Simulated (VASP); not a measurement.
# Al (P6/mmm) in VASP: further runs

Al is run at these levels: PBE; tasks: single point.

Everything below comes from runs of VASP 6.6.1. Logs are shortened: lines on timing, memory, paths and dates and some standing lists are left out, and cuts for length are marked.

**1. The cell of the first run**

It takes space group P6/mmm (No. 191, hexagonal). Conventional cell: a = 4.364 Å, b = 4.364 Å, c = 2.661 Å, α = 90.00°, β = 90.00°, γ = 120.00°. Al (site symmetry 6/mmm) has 14 Al at 2.66 to 2.85 Å within 3.5 Å. Within 3.3 Å of Al (site symmetry -6m2) lie 11 Al at 2.52 to 2.85 Å.

**2. Single point, PBE**

Input file INCAR:

```
SYSTEM = Al
PREC = Accurate ; ENCUT = 520
EDIFF = 1E-7 ; ISMEAR = -1
SIGMA = 0.08 ; LREAL = .FALSE.
LASPH = .TRUE. ; NELM = 100
ALGO = Normal ; ISIF = 2
LWAVE = .FALSE. ; LCHARG = .FALSE.
GGA = PE ; NBANDS = 12
```

Input file KPOINTS:

```
regular mesh
0
G
  8 8 11
  0 0 0
```

Input file POSCAR:

```
Al
1.0
    4.3635988377      0.0000000000      0.0000000000
   -2.1817994188      3.7789874454      0.0000000000
    0.0000000000      0.0000000000      2.6607674762
Al
3
Direct
    0.0000000000      0.0000000000      0.0000000000
    0.3333333333      0.6666666667      0.5000000000
    0.6666666667      0.3333333333      0.5000000000
```

Potentials or basis: VASP PAW PBE potentials, release 64 (Al).

Started as:

```console
> cat potpaw_PBE.64/Al/POTCAR > POTCAR
> mpirun -np 1 vasp_std > vasp.out
```

OUTCAR:

```text
SYSTEM = Al
   PREC = Accurate
   ENCUT = 520
   EDIFF = 1E-7
   ISMEAR = -1
   LREAL = .FALSE.
   LASPH = .TRUE.
   NELM = 100
   ISIF = 2
   GGA = PE

 ion  position               nearest neighbor table
   1  0.000  0.000  0.000-   2 2.85   3 2.85   2 2.85   3 2.85   2 2.85   2 2.85   3 2.85   3 2.85
                             3 2.85   3 2.85   2 2.85   2 2.85
   2  0.333  0.667  0.500-   3 2.52   3 2.52   3 2.52   1 2.85   1 2.85   1 2.85   1 2.85   1 2.85
                             1 2.85
   3  0.667  0.333  0.500-   2 2.52   2 2.52   2 2.52   1 2.85   1 2.85   1 2.85   1 2.85   1 2.85
                             1 2.85

  LATTYP: Found a hexagonal cell.
 ALAT       =     4.3635988377
 C/A-ratio  =     0.6097644571

  Lattice vectors:

 A1 = (   4.3635988377,   0.0000000000,   0.0000000000)
 A2 = (  -2.1817994188,   3.7789874454,   0.0000000000)
 A3 = (   0.0000000000,   0.0000000000,   2.6607674762)

Analysis of symmetry for initial positions (statically):
=====================================================================
 Subroutine PRICEL returns:
 Original cell was already a primitive cell.

 Routine SETGRP: Setting up the symmetry group for a
 hexagonal supercell.

 Subroutine GETGRP returns: Found 24 space group operations
 (whereof 24 operations were pure point group operations)
 out of a pool of 24 trial point group operations.

The static configuration has the point symmetry D_6h.

Analysis of symmetry for dynamics (positions and initial velocities):
=====================================================================
 Subroutine PRICEL returns:
 Original cell was already a primitive cell.

 Routine SETGRP: Setting up the symmetry group for a
 hexagonal supercell.

 Subroutine GETGRP returns: Found 24 space group operations
 (whereof 24 operations were pure point group operations)
 out of a pool of 24 trial point group operations.

The dynamic configuration has the point symmetry D_6h.

 Subroutine INISYM returns: Found 24 space group operations
 (whereof 24 operations are pure point group operations),
 and found     1 'primitive' translations

----------------------------------------------------------------------------------------

                                     Primitive cell

  volume of cell :      43.8760

  direct lattice vectors                    reciprocal lattice vectors
     4.363598838  0.000000000  0.000000000     0.229168637  0.132310575  0.000000000
    -2.181799419  3.778987445  0.000000000     0.000000000  0.264621149  0.000000000
     0.000000000  0.000000000  2.660767476     0.000000000  0.000000000  0.375831413

  length of vectors
     4.363598838  4.363598838  2.660767476     0.264621149  0.264621149  0.375831413

  position of ions in fractional coordinates (direct lattice)
     0.000000000  0.000000000  0.000000000
     0.333333333  0.666666667  0.500000000
     0.666666667  0.333333333  0.500000000

  ion indices of the primitive-cell ions
   primitive index   ion index
                 1           1
                 2           2
                 3           3

----------------------------------------------------------------------------------------

 KPOINTS: regular mesh

Automatic generation of k-mesh.
 Grid dimensions read from file:
 generate k-points for:    8    8   11

 Generating k-lattice:

  Cartesian coordinates                     Fractional coordinates (reciprocal lattice)
     0.028646080  0.016538822  0.000000000     0.125000000 -0.000000000  0.000000000
     0.000000000  0.033077644  0.000000000     0.000000000  0.125000000  0.000000000
     0.000000000  0.000000000  0.034166492     0.000000000  0.000000000  0.090909091

  Length of vectors
     0.033077644  0.033077644  0.034166492

  Shift w.r.t. Gamma in fractional coordinates (k-lattice)
     0.000000000  0.000000000  0.000000000

 Subroutine IBZKPT returns following result:
 ===========================================

 Found     60 irreducible k-points:

 Following reciprocal coordinates:
            Coordinates               Weight
  0.000000  0.000000  0.000000      1.000000
  0.125000  0.000000  0.000000      6.000000
  0.250000  0.000000  0.000000      6.000000
  0.375000  0.000000  0.000000      6.000000
  0.500000  0.000000  0.000000      3.000000
  0.125000  0.125000  0.000000      6.000000
[... 16 lines left out ...]
  0.250000  0.000000  0.181818     12.000000
  0.375000  0.000000  0.181818     12.000000
 [... further k-points ...]
   k-points           NKPTS =     60   k-points in BZ     NKDIM =     60   number of bands    NBANDS=     12
   number of dos      NEDOS =    301   number of ions     NIONS =      3
   total plane-waves  NPLWV =  20480
   dimension x,y,z NGX =    32 NGY =   32 NGZ =   20
   dimension x,y,z NGXF=    64 NGYF=   64 NGZF=   40
   ions per type =               3
   NGX,Y,Z   is equivalent  to a cutoff of  12.19, 12.19, 12.50 a.u.
   NGXF,Y,Z  is equivalent  to a cutoff of  24.38, 24.38, 24.99 a.u.
 SYSTEM =  Al
   PREC   = accura    normal or accurate (medium, high low for compatibility)
   ISTART =      0    job   : 0-new  1-cont  2-samecut
   ICHARG =      2    charge: 1-file 2-atom 10-const
   ISPIN  =      1    spin polarized calculation?
   LNONCOLLINEAR =      F non collinear calculations
   LSORBIT =      F    spin-orbit coupling
   LASPH  =      T    aspherical Exc in radial PAW
   ENCUT  =  520.0 eV  38.22 Ry    6.18 a.u.   8.11  8.11  4.95*2*pi/ulx,y,z
   NELM   =    100;   NELMIN=  2; NELMDL= -5     # of ELM steps
   EDIFF  = 0.1E-06   stopping-criterion for ELM
   LREAL  =      F    real-space projection
   EDIFFG = 0.1E-05   stopping-criterion for IOM
   NSW    =      0    number of steps for IOM
   IBRION =     -1    ionic relax: 0-MD 1-quasi-New 2-CG
   NFREE  =      0    steps in history (QN), initial steepest desc. (CG)
   ISIF   =      2    stress and relaxation
   ISYM   =      2    0-nonsym 1-usesym 2-fastsym
   POTIM  = 0.5000    time-step for ionic-motion
   TEBEG  =    0.0;   TEEND  =   0.0 temperature during run
   PSTRESS=    0.0 pullay stress
   NELECT =       9.0000    total number of electrons
   NUPDOWN=      -1.0000    fix difference up-down
   EMIN   =  10.00;   EMAX   =-10.00  energy-range for DOS
   EFERMI =   0.00;   METHOD = LEGACY
   ISMEAR =    -1;   SIGMA  =   0.08  broadening in eV -4-tet -1-fermi 0-gaus
   EFERMI_NEDOS =   21; number of points for ismear=-14 and -15
   IALGO  =     38    algorithm
   IMIX   =      4    mixing-type and parameters
     AMIX     =   0.40;   BMIX     =  1.00
     AMIX_MAG =   1.60;   BMIX_MAG =  1.00
  volume/ion in A,a.u.               =      14.63        98.70
  Fermi-wavevector in a.u.,A,eV,Ry     =   0.965487  1.824507 12.682887  0.932166
  Thomas-Fermi vector in A             =   2.095208
   LORBIT       =      0    0 simple, 1 ext, 2 COOP (PROOUT), +10 PAW based schemes
   GGA     = PE    functional components
   LHFCALC =     F    Hartree Fock is set to
   AEXX    =    0.0000 exact exchange contribution
   IVDW    =     0    specifies the selected vdW correction
   LEPSILON=     F    determine dielectric tensor
   LRPA    =     F    only Hartree local field effects (RPA)
 non-spin polarized calculation
  energy-cutoff  :      520.00
  volume of cell :       43.88
 maximum number of plane-waves:      1198
   NGX = 17   NGY = 17   NGZ =  9

 number of electron       9.0000000 magnetization

 Free energy of the ion-electron system (eV)
  ---------------------------------------------------
  ext. energy  EPLUGINS =         0.00000000
  ---------------------------------------------------
  free energy    TOTEN  =       -10.56759495 eV

  energy without entropy =      -10.53760444  energy(sigma->0) =      -10.55259969

 E-fermi :   9.3919     XC(G=0): -10.6403

 val. band max:        9.3696762002   @ k =   0.2500   0.1250   0.4545
 cond. band min:       9.4184736996   @ k =   0.3750   0.0000   0.2727
 fundamental gap:      0.0487974995
 Fermi energy:         9.3919145801

 k-point     1 :       0.0000    0.0000    0.0000
  band No.  band energies     occupation
      1      -2.6811      2.00000
      2       6.8396      2.00000
      3       6.8396      2.00000
      4       6.9170      2.00000
      5       6.9170      2.00000
      6       8.2864      2.00000
      7       8.4242      1.99999
      8      16.8133      0.00000
      9      17.5434      0.00000
     10      23.8214      0.00000
     11      24.0578      0.00000
     12      24.0578      0.00000

 k-point     2 :       0.1250    0.0000    0.0000
  band No.  band energies     occupation
      1      -2.5193      2.00000
      2       4.9704      2.00000
      3       5.8376      2.00000
      4       6.6179      2.00000
      5       8.2185      2.00000
      6       9.3456      1.28177
      7      10.0762      0.00039
      8      16.9463      0.00000
      9      17.6479      0.00000
     10      22.1578      0.00000
     11      22.3918      0.00000
     12      23.3798      0.00000

 k-point     3 :       0.2500    0.0000    0.0000
  band No.  band energies     occupation
      1      -2.0351      2.00000
      2       3.0080      2.00000
      3       5.0962      2.00000
      4       5.9024      2.00000
      5       9.8577      0.00590
      6      10.9304      0.00000
      7      12.7805      0.00000
      8      17.3457      0.00000
      9      17.8251      0.00000
     10      19.3107      0.00000
     11      20.1809      0.00000
     12      21.6376      0.00000
[... 286 lines left out ...]
 k-point    23 :       0.2500    0.0000    0.1818
  band No.  band energies     occupation
      1      -1.3507      2.00000
      2       3.6635      2.00000
      3       5.7273      2.00000
      4       6.5481      2.00000
      5      10.4884      0.00000
      6      10.8972      0.00000
      7      11.9787      0.00000
      8      13.4805      0.00000
      9      16.3636      0.00000
     10      17.9950      0.00000
     11      18.7468      0.00000
     12      20.0874      0.00000

 k-point    24 :       0.3750    0.0000    0.1818
  band No.  band energies     occupation
      1      -0.5523      2.00000
      2       1.9671      2.00000
      3       5.2825      2.00000
      4       6.1010      2.00000
      5      11.9012      0.00000
      6      12.4194      0.00000
      7      13.3501      0.00000
      8      14.5078      0.00000
      9      16.6747      0.00000
     10      16.9445      0.00000
     11      17.6754      0.00000
     12      17.9624      0.00000

 [... further k-points ...]
[... 5 lines left out ...]
  --------------------------------------------------------------------------------------
  -------------------------------------------------------------------------------------
  Total        4.2731140      4.2731140      4.2661654      0.0000000     -0.0000000     -0.0000000
  in kB      156.0371004    156.0371004    155.7833657      0.0000000     -0.0000000     -0.0000000
  external PRESSURE =     155.9525221 kB  Pullay stress =       0.0000000 kB

 VOLUME and BASIS-vectors are now :
 -----------------------------------------------------------------------------
  energy-cutoff  :      520.00
  volume of cell :       43.88
      direct lattice vectors                 reciprocal lattice vectors
     4.363598838  0.000000000  0.000000000     0.229168637  0.132310575  0.000000000
    -2.181799419  3.778987445  0.000000000     0.000000000  0.264621149  0.000000000
     0.000000000  0.000000000  2.660767476     0.000000000  0.000000000  0.375831413

 POSITION                                       TOTAL-FORCE (eV/Angst)
 -----------------------------------------------------------------------------------
      0.00000      0.00000      0.00000        -0.000000      0.000000      0.000000
     -0.00000      2.51932      1.33038        -0.000000      0.000000      0.000000
      2.18180      1.25966      1.33038         0.000000      0.000000      0.000000
 -----------------------------------------------------------------------------------
    total drift:                               -0.000000      0.000000      0.000000

  FREE ENERGIE OF THE ION-ELECTRON SYSTEM (eV)
  ---------------------------------------------------
  free  energy   TOTEN  =       -10.5675949463 eV

  energy  without entropy=      -10.5376044397  energy(sigma->0) =      -10.55259969
```

Run time: 38 s. Hardware: 1 thread of Intel Xeon 6975P-C, shared host; peak memory 0.16 GiB.

Results:

```yaml
Free_energy: -10.5676 eV
Pressure: 15.6 GPa
```

(Part 1 of 3 ends here.)
